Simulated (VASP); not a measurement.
# Si12O23 (a cell with a defect) in VASP: further runs

Runs on Si12O23 (a cell with a defect). Level: PBE+D3(BJ). Tasks: single point.

Everything below comes from runs of VASP 6.6.1. Logs are shortened: lines on timing, memory, paths and dates and some standing lists are left out, and cuts for length are marked.

### Step 1. The cell of the first run

The cell holds a defect, 35 atoms: a = 7.400 Å, b = 7.400 Å, c = 9.994 Å, α = 70.27°, β = 70.27°, γ = 71.58°.

### Step 2. Single point, PBE+D3(BJ)

INCAR

```
SYSTEM = Si12O23
PREC     = Accurate       ! precision mode
ENCUT    = 520            ! plane-wave cutoff, eV
EDIFF    = 1E-6           ! SCF threshold, eV
ISMEAR   = -1             ! smearing method
SIGMA    = 0.02           ! smearing width, eV
LREAL    = Auto         
LASPH    = .TRUE.         ! aspherical terms in the spheres
NELM     = 120            ! most SCF steps
ALGO     = Normal         ! electronic algorithm
ISIF     = 2              ! what is computed and relaxed
LWAVE    = .FALSE.        ! write WAVECAR
LCHARG   = .TRUE.         ! write CHGCAR
GGA      = PE             ! functional
IVDW     = 12             ! dispersion correction
LELF     = .TRUE.         ! ELF
LVHAR    = .TRUE.       
NBANDS   = 116            ! bands
GGA_COMPAT= .FALSE.
```

KPOINTS

```
Automatic mesh
0
G
  2 2 2
  0 0 0
```

POSCAR

```
Si12O23
1.0
   -2.4984000000      4.3273560000      5.4576000000
    4.9968000000      0.0000000000      5.4576000000
    4.9968000000      8.6547110000      0.0000000000
Si O
12 23
Direct
    0.7426581287      0.2525958291      0.1444074667
    0.1778611536      0.1252020976      0.1884020702
    0.5938382629      0.0711001716      0.9721245955
    0.7227240998      0.2658391881      0.6403971814
    0.1596307461      0.1674469071      0.6578719882
    0.5814833410      0.0735304013      0.4704467400
    0.2398438828      0.7987032808      0.3501998085
    0.6663285951      0.6704758611      0.4079129801
    0.0961794459      0.5564735517      0.2097709903
    0.2416653521      0.7600463893      0.8702557472
    0.6778462817      0.6659035351      0.9059981120
    0.0941561330      0.5963085401      0.6829979526
    0.9763706294      0.1802788136      0.1358489843
    0.3575507794      0.0930128383      0.0414718053
    0.1220015528      0.6755279473      0.0376524240
    0.1872559080      1.3182948835      0.2312488566
    0.6898130139      0.1018116929      0.0845229281
    0.9623846670      0.2161795370      0.6027713620
    0.3456936358      0.0840194249      0.5329910578
    0.1114835734      0.7557382824      0.5223271915
    0.1500222046      0.9971862753      0.8139365385
    0.1888599519      0.3689158104      0.6716745082
    0.6632195398      0.1111787305      0.5882882681
    0.4757321184      0.7431034503      0.3411917235
    0.8608508796      0.5929071826      0.2873999815
    0.6195932892      0.2415436575      0.3153247130
    0.6367834756      0.4916138053      0.5570833279
    0.6962645269      0.8553031952      0.4459630740
    0.2092958750      0.6426379420      0.2798834345
    0.4748304070      0.7201978106      0.8576662802
    0.8617423820      0.6166039607      0.7684184871
    0.6298644036      0.2388850467      0.8165354677
    0.6830384300      0.4775517561      0.0487573244
    0.6979988391      0.8524814086      0.9466384881
    0.2178767803      0.6419922098      0.7691726053
```

Potentials or basis: VASP PAW PBE potentials, release 64 (Si, O).

Run with:

```bash
> cat potpaw_PBE.64/Si/POTCAR potpaw_PBE.64/O/POTCAR > POTCAR
> mpirun -np 1 vasp_std > vasp.out
```

OUTCAR:

```text
SYSTEM = Si12O23
   PREC = Accurate
   ENCUT = 520
   EDIFF = 1E-6
   ISMEAR = -1
   LREAL = Auto
   LASPH = .TRUE.
   NELM = 120
   ISIF = 2
   GGA = PE
   IVDW = 12
 IVDW          = 12

 ion  position               nearest neighbor table
   1  0.743  0.253  0.144-  33 1.62  13 1.62  17 1.62  26 1.63   6 3.04   3 3.12
   2  0.178  0.125  0.188-  13 1.63  14 1.64  16 1.65   7 2.41   3 3.10   9 3.12
   3  0.594  0.071  0.972-  17 1.62  34 1.62  14 1.63  32 1.63   4 3.08   2 3.10  11 3.11   1 3.12

   4  0.723  0.266  0.640-  27 1.62  32 1.63  23 1.63  18 1.63   3 3.08   8 3.12   6 3.13   5 3.13

   5  0.160  0.167  0.658-  18 1.62  22 1.63  19 1.63  21 1.64   6 3.05  10 3.06   4 3.13  12 3.14

   6  0.581  0.074  0.470-  23 1.62  28 1.63  19 1.63  26 1.63   1 3.04   5 3.05   8 3.08   4 3.13

   7  0.240  0.799  0.350-  20 1.64  24 1.64  29 1.64   2 2.41  12 3.11
   8  0.666  0.670  0.408-  25 1.62  24 1.62  27 1.63  28 1.63   6 3.08   4 3.12
   9  0.096  0.556  0.210-  15 1.62  29 1.62  25 1.62  16 1.64   2 3.12
  10  0.242  0.760  0.870-  15 1.62  35 1.62  30 1.62  21 1.64   5 3.06  12 3.15
  11  0.678  0.666  0.906-  30 1.62  31 1.62  33 1.62  34 1.63   3 3.11  12 3.14
  12  0.094  0.596  0.683-  35 1.62  31 1.63  20 1.63  22 1.63   7 3.11   5 3.14  11 3.14  10 3.15

  13  0.976  0.180  0.136-   1 1.62   2 1.63
  14  0.358  0.093  0.041-   3 1.63   2 1.64
  15  0.122  0.676  0.038-  10 1.62   9 1.62
  16  0.187  0.318  0.231-   9 1.64   2 1.65
  17  0.690  0.102  0.085-   3 1.62   1 1.62
  18  0.962  0.216  0.603-   5 1.62   4 1.63
[... 15 lines left out ...]
  34  0.698  0.852  0.947-   3 1.62  11 1.63
  35  0.218  0.642  0.769-  12 1.62  10 1.62

  LATTYP: Found a base centered monoclinic cell.
 ALAT       =    12.0045659460
 B/A-ratio  =     0.7209516483
 C/A-ratio  =     0.8324832096
 COS(beta)  =    -0.4162416409

  Lattice vectors:

 A1 = (   2.4984000000,  -4.3273560000,  -5.4576000000)
 A2 = (  -4.9968000000,   0.0000000000,  -5.4576000000)
 A3 = (   4.9968000000,   8.6547110000,   0.0000000000)

Analysis of symmetry for initial positions (statically):
=====================================================================
 Subroutine PRICEL returns:
 Original cell was already a primitive cell.

 Routine SETGRP: Setting up the symmetry group for a
 base centered monoclinic supercell.

 Subroutine GETGRP returns: Found  1 space group operations
 (whereof  1 operations were pure point group operations)
 out of a pool of  4 trial point group operations.

The static configuration has the point symmetry C_1 .

Analysis of symmetry for dynamics (positions and initial velocities):
=====================================================================
 Subroutine PRICEL returns:
 Original cell was already a primitive cell.

 Routine SETGRP: Setting up the symmetry group for a
 base centered monoclinic supercell.

 Subroutine GETGRP returns: Found  1 space group operations
 (whereof  1 operations were pure point group operations)
 out of a pool of  4 trial point group operations.

The dynamic configuration has the point symmetry C_1 .

 Subroutine INISYM returns: Found  1 space group operations
 (whereof  1 operations are pure point group operations),
 and found     1 'primitive' translations

----------------------------------------------------------------------------------------

                                     Primitive cell

  volume of cell :     472.0372

  direct lattice vectors                    reciprocal lattice vectors
    -2.498400000  4.327356000  5.457600000    -0.100064038  0.057772003  0.091615359
     4.996800000  0.000000000  5.457600000     0.100064038 -0.057772003  0.091615365
     4.996800000  8.654711000  0.000000000     0.050032025  0.086658004 -0.045807685

  length of vectors
     7.399554735  7.399554581  9.993599588     0.147457757  0.147457760  0.110050703

  position of ions in fractional coordinates (direct lattice)
     0.742658129  0.252595829  0.144407467
     0.177861154  0.125202098  0.188402070
     0.593838263  0.071100172  0.972124595
     0.722724100  0.265839188  0.640397181
     0.159630746  0.167446907  0.657871988
     0.581483341  0.073530401  0.470446740
[... 27 lines left out ...]
     0.697998839  0.852481409  0.946638488
     0.217876780  0.641992210  0.769172605

  ion indices of the primitive-cell ions
   primitive index   ion index
                 1           1
                 2           2
                 3           3
                 4           4
                 5           5
                 6           6
[... 27 lines left out ...]
                34          34
                35          35

----------------------------------------------------------------------------------------

 KPOINTS: Automatic mesh

Automatic generation of k-mesh.
 Grid dimensions read from file:
 generate k-points for:    2    2    2

 Generating k-lattice:

  Cartesian coordinates                     Fractional coordinates (reciprocal lattice)
    -0.050032019  0.028886001  0.045807680     0.500000000  0.000000000 -0.000000000
     0.050032019 -0.028886001  0.045807682     0.000000000  0.500000000  0.000000000
     0.025016012  0.043329002 -0.022903843     0.000000000  0.000000000  0.500000000

  Length of vectors
     0.073728878  0.073728880  0.055025351

  Shift w.r.t. Gamma in fractional coordinates (k-lattice)
     0.000000000  0.000000000  0.000000000

 Subroutine IBZKPT returns following result:
 ===========================================

 Found      8 irreducible k-points:

 Following reciprocal coordinates:
            Coordinates               Weight
  0.000000  0.000000  0.000000      1.000000
  0.500000  0.000000 -0.000000      1.000000
  0.000000  0.500000  0.000000      1.000000
  0.500000  0.500000  0.000000      1.000000
  0.000000  0.000000  0.500000      1.000000
  0.500000 -0.000000  0.500000      1.000000
  0.000000  0.500000  0.500000      1.000000
  0.500000  0.500000  0.500000      1.000000
   k-points           NKPTS =      8   k-points in BZ     NKDIM =      8   number of bands    NBANDS=    116
   number of dos      NEDOS =    301   number of ions     NIONS =     35
   total plane-waves  NPLWV = 250880
   dimension x,y,z NGX =    56 NGY =   56 NGZ =   80
   dimension x,y,z NGXF=   112 NGYF=  112 NGZF=  160
   ions per type =              12  23
   NGX,Y,Z   is equivalent  to a cutoff of  12.58, 12.58, 13.31 a.u.
   NGXF,Y,Z  is equivalent  to a cutoff of  25.16, 25.16, 26.62 a.u.
 SYSTEM =  Si12O23
   PREC   = accura    normal or accurate (medium, high low for compatibility)
   ISTART =      0    job   : 0-new  1-cont  2-samecut
   ICHARG =      2    charge: 1-file 2-atom 10-const
   ISPIN  =      1    spin polarized calculation?
   LNONCOLLINEAR =      F non collinear calculations
   LSORBIT =      F    spin-orbit coupling
   LASPH  =      T    aspherical Exc in radial PAW
   ENCUT  =  520.0 eV  38.22 Ry    6.18 a.u.  13.76 13.76 18.58*2*pi/ulx,y,z
   NELM   =    120;   NELMIN=  2; NELMDL= -5     # of ELM steps
   EDIFF  = 0.1E-05   stopping-criterion for ELM
   LREAL  =      T    real-space projection
   EDIFFG = 0.1E-04   stopping-criterion for IOM
   NSW    =      0    number of steps for IOM
   IBRION =     -1    ionic relax: 0-MD 1-quasi-New 2-CG
   NFREE  =      0    steps in history (QN), initial steepest desc. (CG)
   ISIF   =      2    stress and relaxation
   ISYM   =      2    0-nonsym 1-usesym 2-fastsym
   POTIM  = 0.5000    time-step for ionic-motion
   TEBEG  =    0.0;   TEEND  =   0.0 temperature during run
   PSTRESS=    0.0 pullay stress
   NELECT =     186.0000    total number of electrons
   NUPDOWN=      -1.0000    fix difference up-down
   EMIN   =  10.00;   EMAX   =-10.00  energy-range for DOS
   EFERMI =   0.00;   METHOD = LEGACY
   ISMEAR =    -1;   SIGMA  =   0.02  broadening in eV -4-tet -1-fermi 0-gaus
   EFERMI_NEDOS =   21; number of points for ismear=-14 and -15
   IALGO  =     38    algorithm
   IMIX   =      4    mixing-type and parameters
     AMIX     =   0.40;   BMIX     =  1.00
     AMIX_MAG =   1.60;   BMIX_MAG =  1.00
  volume/ion in A,a.u.               =      13.49        91.01
  Fermi-wavevector in a.u.,A,eV,Ry     =   1.200200  2.268050 19.598930  1.440481
  Thomas-Fermi vector in A             =   2.336043
   LORBIT       =      0    0 simple, 1 ext, 2 COOP (PROOUT), +10 PAW based schemes
   GGA     = PE    functional components
   LHFCALC =     F    Hartree Fock is set to
   AEXX    =    0.0000 exact exchange contribution
   IVDW    =    12    specifies the selected vdW correction
   LEPSILON=     F    determine dielectric tensor
   LRPA    =     F    only Hartree local field effects (RPA)
 non-spin polarized calculation
  energy-cutoff  :      520.00
  volume of cell :      472.04
 maximum number of plane-waves:     12746
 NGX is ok and might be reduce to    56
   NGX = 27   NGY = 27   NGZ = 37

 number of electron     186.0000017 magnetization

 Free energy of the ion-electron system (eV)
  ---------------------------------------------------
  ext. energy  EPLUGINS =         0.00000000
  ---------------------------------------------------
  free energy    TOTEN  =      -274.51534151 eV

  energy without entropy =     -274.51534151  energy(sigma->0) =     -274.51534151

 E-fermi :   1.7005     XC(G=0):  -8.8995

 val. band max:        1.1791618541   @ k =   0.5000   0.5000   0.0000
 cond. band min:       6.6349257390   @ k =   0.0000   0.0000   0.0000
 fundamental gap:      5.4557638849
 Fermi energy:         1.7004663203

 k-point     1 :       0.0000    0.0000    0.0000
  band No.  band energies     occupation
      1     -18.5192      2.00000
      2     -18.0665      2.00000
      3     -18.0368      2.00000
      4     -17.9210      2.00000
      5     -17.6617      2.00000
      6     -17.5771      2.00000
[... 97 lines left out ...]
    104       9.8946      0.00000
    105      10.0036      0.00000

 k-point     2 :       0.5000    0.0000   -0.0000
  band No.  band energies     occupation
      1     -18.3176      2.00000
      2     -18.2134      2.00000
      3     -18.0672      2.00000
      4     -17.8986      2.00000
      5     -17.6220      2.00000
      6     -17.6107      2.00000
[... 640 lines left out ...]
 k-point     8 :       0.5000    0.5000    0.5000
  band No.  band energies     occupation
      1     -18.2184      2.00000
      2     -18.1286      2.00000
      3     -17.9579      2.00000
      4     -17.9500      2.00000
      5     -17.8182      2.00000
      6     -17.7578      2.00000
[... 97 lines left out ...]
    104       9.8582      0.00000
    105       9.9612      0.00000
 [bands above 105 left out]

------------------------ aborting loop because EDIFF is reached ----------------------------------------

 Edisp (eV)   -4.73134

 E8    (eV) :    -1.6071

  FORCE on cell =-STRESS in cart. coord.  units (eV):
  Direction    XX          YY          ZZ          XY          YZ          ZX
  --------------------------------------------------------------------------------------
  -------------------------------------------------------------------------------------
  Total      -4.95791    -5.90369    -5.00337     3.23038     2.26807    -3.57391
  in kB     -16.82801   -20.03817   -16.98232    10.96448     7.69823   -12.13048
  external pressure =      -17.95 kB  Pullay stress =        0.00 kB

 VOLUME and BASIS-vectors are now :
 -----------------------------------------------------------------------------
  energy-cutoff  :      520.00
  volume of cell :      472.04
      direct lattice vectors                 reciprocal lattice vectors
    -2.498400000  4.327356000  5.457600000    -0.100064038  0.057772003  0.091615359
     4.996800000  0.000000000  5.457600000     0.100064038 -0.057772003  0.091615365
     4.996800000  8.654711000  0.000000000     0.050032025  0.086658004 -0.045807685

 POSITION                                       TOTAL-FORCE (eV/Angst)
 -----------------------------------------------------------------------------------
      0.12829      4.46355      5.43170         0.001054     -0.011506      0.015776
      1.12265      2.40023      1.65400        -0.026875      0.012075     -0.046904
      3.72914     10.98321      3.62897        -0.001200      0.009370      0.003840
      2.72263      8.66994      5.39518         0.014329      0.004131      0.003021
      3.72513      6.38447      1.78506         0.001262     -0.026561      0.002774
      1.26537      6.58787      3.57480        -0.001921      0.018532     -0.001621
[... 27 lines left out ...]
      7.24596     11.21337      8.46190        -0.005168     -0.008508     -0.002259
      6.50697      7.59980      4.69282         0.025724     -0.008233     -0.002061
 -----------------------------------------------------------------------------------
    total drift:                               -0.005105      0.012103     -0.006562

  FREE ENERGIE OF THE ION-ELECTRON SYSTEM (eV)
  ---------------------------------------------------
  free  energy   TOTEN  =      -279.2466817397 eV

  energy  without entropy=     -279.2466817397  energy(sigma->0) =     -279.24668174
```

Wall time 8.5 min (1 thread of Intel Xeon Platinum 8488C (Sapphire Rapids), shared host); peak memory 0.65 GiB.

What came out:

```yaml
Free_energy: -279.2467 eV
Pressure: -1.8 GPa
Largest_force: 0.055 eV/Å
Band_gap_on_the_k_mesh: 5.46 eV
Dispersion_energy_per_atom: -0.135 eV
```

Forces in eV/Å, atoms in the order of the input:
```
Si   0.001 -0.012  0.016
Si  -0.027  0.012 -0.047
Si  -0.001  0.009  0.004
Si   0.014  0.004  0.003
Si   0.001 -0.027  0.003
Si  -0.002  0.019 -0.002
Si   0.012 -0.043  0.027
Si  -0.009 -0.009 -0.006
Si  -0.004 -0.006  0.003
Si  -0.003  0.007 -0.013
Si  -0.009  0.001 -0.011
Si  -0.009 -0.001  0.017
O    0.019  0.007 -0.003
O    0.003  0.007 -0.002
O   -0.008  0.013  0.013
O    0.001 -0.003 -0.001
O    0.011  0.003  0.007
O    0.023  0.000 -0.011
O   -0.008  0.015  0.014
O   -0.008  0.017 -0.007
O   -0.022  0.008 -0.017
O    0.006 -0.004 -0.001
O   -0.001 -0.016  0.007
O    0.008  0.011 -0.002
O   -0.002  0.006  0.007
O   -0.002  0.006 -0.006
O   -0.012 -0.004  0.010
O    0.005 -0.012  0.000
O    0.017 -0.008  0.007
O    0.013  0.010 -0.009
O   -0.001  0.012  0.004
O   -0.014 -0.006  0.008
O   -0.016 -0.002 -0.008
O   -0.005 -0.009 -0.002
O    0.026 -0.008 -0.002
```

Caveat: the k points lie up to 0.46 Å⁻¹ apart.

[end of part 1 of 2]
